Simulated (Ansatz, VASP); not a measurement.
# Rh: VASP beside Ansatz

File INCAR:

```
SYSTEM = Rh
PREC = Accurate
ENCUT = 520
EDIFF = 1E-7
ISMEAR = -1
SIGMA = 0.05
LREAL = .False.
LASPH = .True.
NELM = 100
ALGO = Normal
ISIF = 2
LWAVE = .False.
LCHARG = .False.
LDIPOL = .True.
IDIPOL = 3
DIPOL = 0.5 0.5 0.500
GGA = CA
NBANDS = 46
```

File KPOINTS:

```
Automatic mesh
0
Gamma
  14 14 1
  0 0 0
```

Contents of POSCAR:

```
Rh
1.0
    2.6543947809      0.0000000000      0.0000000000
    0.0000000000      2.6543947809      0.0000000000
    0.0000000000      0.0000000000     23.5078000000
Rh
5
Direct
    0.0000000000      0.0000000000      0.3403133813
    0.5000000000      0.5000000000      0.4201566904
    0.0000000000      0.0000000000      0.5000000000
    0.5000000000      0.5000000000      0.5798433096
    0.0000000000      0.0000000000      0.6596866187
```

Input for Ansatz:

```yaml
crystal:
  lattice:
    - [2.6543947809, 0.0, 0.0]
    - [0.0, 2.6543947809, 0.0]
    - [0.0, 0.0, 23.5078]
  atoms:
    - { symbol: Rh, position: [0.0, 0.0, 0.3403133813] }
    - { symbol: Rh, position: [0.5, 0.5, 0.4201566904] }
    - { symbol: Rh, position: [0.0, 0.0, 0.5] }
    - { symbol: Rh, position: [0.5, 0.5, 0.5798433096] }
    - { symbol: Rh, position: [0.0, 0.0, 0.6596866187] }
kpoints:
  mp_grid: { grid: [14, 14, 1] }
scf:
  occupations: { method: fermi_dirac, width: 0.05 }
hamiltonian:
  xc: lda
  pseudopotentials: { kind: paw }
output:
  forces: true
  stress: true
  eigenvalues: true
  populations: true
efield:
  axis: 3
  amplitude: 0
  dipole_correction: true
```

Alike in both runs: task single point; functional LDA; k mesh 14 × 14 × 1; occupations fermi-dirac, width 0.05 eV; no spin polarisation.

|  | VASP | Ansatz |
| --- | --- | --- |
| version | VASP 6.6.1 | Ansatz 0.2.0 |
| potentials or method | VASP PAW LDA potentials, release 64 (Rh_pv) | PAW with Ansatz's default frozen-core files, scalar-relativistic |
| plane-wave cutoff (eV) | 520 | 420 |
| valence electrons in the cell | 75 | 85 |

VASP gave:

* rms of the force components (eV/Å): 0.363

Question: Estimate Ansatz's values.

Answer: rms of the force components (eV/Å): 0.374.

LDA's correlation is that of Perdew and Zunger in VASP and of Perdew and Wang (1992) in Ansatz. Atom by atom the forces differ by 0.016 eV/Å (rms over components). VASP's potentials hold 75 valence electrons a cell and Ansatz's 85, so a difference there can come from the potentials and not from the codes.
